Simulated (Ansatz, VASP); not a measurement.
## Two plane-wave programs on KCl

POSCAR

```
KCl
1.0
    3.9144934694      0.0000000000      0.0000000000
    0.0000000000      3.9144934694      0.0000000000
    0.0000000000      0.0000000000      3.9144934694
K Cl
1 1
Direct
    0.0000000000      0.0000000000      0.0000000000
    0.5000000000      0.5000000000      0.5000000000
```

File INCAR.step1:

```
PREC = Accurate ; ENCUT = 520
EDIFF = 1E-5 ; ISMEAR = -1
SIGMA = 0.05 ; LREAL = F
LASPH = T ; NELM = 100
ALGO = Normal ; ISIF = 2
LWAVE = T ; LCHARG = F
GGA = PE ; NBANDS = 15
```

File INCAR.step2:

```
PREC = Accurate ; ENCUT = 520
EDIFF = 1E-6 ; ISMEAR = -1
SIGMA = 0.05 ; LREAL = F
LASPH = T ; NELM = 100
ALGO = Normal ; ISIF = 2
LWAVE = F ; LCHARG = F
GGA = PE ; LHFCALC = T
AEXX = 0.25 ; PRECFOCK = Normal
ISTART = 1 ; NBANDS = 15
```

KPOINTS

```
regular mesh
0
Gamma
  4 4 4
```

input

```
crystal:
  lattice:
    - [3.9144934694, 0.0, 0.0]
    - [0.0, 3.9144934694, 0.0]
    - [0.0, 0.0, 3.9144934694]
  atoms:
    - { symbol: K, position: [0.0, 0.0, 0.0] }
    - { symbol: Cl, position: [0.5, 0.5, 0.5] }
hamiltonian:
  xc: pbe0
  pseudopotentials: { kind: paw }
kpoints:
  mp_grid: { grid: [4, 4, 4] }
scf:
  occupations: { method: fermi_dirac, width: 0.05 }
output:
  forces: true
  stress: true
  eigenvalues: true
```

Alike in both runs: task single point; functional PBE0; k mesh 4 × 4 × 4; occupations fermi-dirac, width 0.05 eV; no spin polarisation.

```csv
,VASP,Ansatz
version,VASP 6.6.1,Ansatz 0.2.0
potentials or method,"VASP PAW PBE potentials, release 64 (K_sv, Cl)",Ansatz PAW
plane-wave cutoff (eV),520,420
valence electrons in the cell,16,16
```

```tsv
	VASP	Ansatz	Ansatz less VASP
gap on the k mesh at the Fermi level (eV)	6.61	6.60	-0.016
least direct gap on the mesh (eV)	6.82	6.81	-0.016
pressure (GPa)	-1.4	-1.4	+0.04
```
